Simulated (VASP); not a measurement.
Set up this calculation in VASP 6.6.1, as the native input.

```
Task                   : single point
Functional             : PBE
Potentials or basis    : VASP PAW PBE potentials, release 64 (Rb_sv)
Cutoff                 : 520 eV
k mesh                 : 5 × 5 × 5
Occupations            : methfessel-paxton, width 0.1 eV
Spin                   : no spin polarisation
Dipole correction      : no
Further INCAR settings : ALGO = Normal; EDIFF = 1e-07; NBANDS = 10
```

The structure of Rb lies in POSCAR:

```
Rb
1.0
   -2.8043936422      2.8043936422      2.8043936422
    2.8043936422     -2.8043936422      2.8043936422
    2.8043936422      2.8043936422     -2.8043936422
Rb
1
Direct
    0.0069113484      0.0155040275      0.0134849366
```

These files were run (other wordings do the same):

INCAR

```
PREC = Accurate ; ENCUT = 520
EDIFF = 1E-7 ; ISMEAR = 1
SIGMA = 0.1 ; LREAL = False
LASPH = True ; NELM = 80
ALGO = Normal ; ISIF = 2
LWAVE = False ; LCHARG = False
GGA = PE ; NBANDS = 10
```

KPOINTS

```
Automatic mesh
0
Gamma
  5 5 5
```

Potentials or basis: VASP PAW PBE potentials, release 64 (Rb_sv).

Launch:

```bash
$ cat potpaw_PBE.64/Rb_sv/POTCAR > POTCAR
$ mpirun -np 1 vasp_std > vasp.out
```

It gave:

```
Pressure : 0.1 GPa
```

It took 6.1 s on 1 thread of Intel Xeon 6975P-C, on a shared host, peak memory 0.19 GiB.
